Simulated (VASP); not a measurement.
Wanted: the native input for a VASP 6.6.1 run.

| Property | Result |
| --- | --- |
| Task | single point |
| Functional | PBEsol |
| Potentials or basis | VASP PAW PBE potentials, release 64 (Cs_sv) |
| Cutoff | 520 eV |
| k mesh | 6 × 6 × 6 |
| Occupations | fermi-dirac, width 0.08 eV |
| Spin | no spin polarisation |
| Dipole correction | no |
| Further INCAR settings | ALGO = Normal; EDIFF = 1e-07; NBANDS = 16 |

The structure of Cs lies in POSCAR:

```
Cs
1.0
    6.0449950640      0.0000000000      0.0000000000
    0.0000000000      6.0449950640      0.0000000000
    0.0000000000      0.0000000000      6.0449950640
Cs
2
Direct
    0.0000000000      0.0000000000      0.0000000000
    0.5000000000      0.5000000000      0.5000000000
```

One way to write it, as run:

INCAR

```
PREC = Accurate
ENCUT = 520
EDIFF = 1E-7
ISMEAR = -1
SIGMA = 0.08
LREAL = False
LASPH = True
NELM = 100
ALGO = Normal
ISIF = 2
LWAVE = False
LCHARG = True
GGA = PS
LELF = True
LVHAR = True
NBANDS = 16
```

KPOINTS

```
Automatic mesh
0
Gamma
  6 6 6
```

Potentials or basis: VASP PAW PBE potentials, release 64 (Cs_sv).

Launch:

```sh
$ cat potpaw_PBE.64/Cs_sv/POTCAR > POTCAR
$ mpirun -np 1 vasp_std > vasp.out
```

Results of the run:

```json
{
 "Pressure": "0.0 GPa",
 "Band gap on the k mesh": "zero (bands 9 and 10 overlap by 1.46 eV)"
}
```

Caveat: the PAW data sets were made with another functional, which shifts forces and pressure a little; spin-orbit coupling is left out, which moves the levels of the heavy elements.

Run time: 110 s on 1 thread of Intel Xeon 8259CL (shared host), peak memory 0.33 GiB.
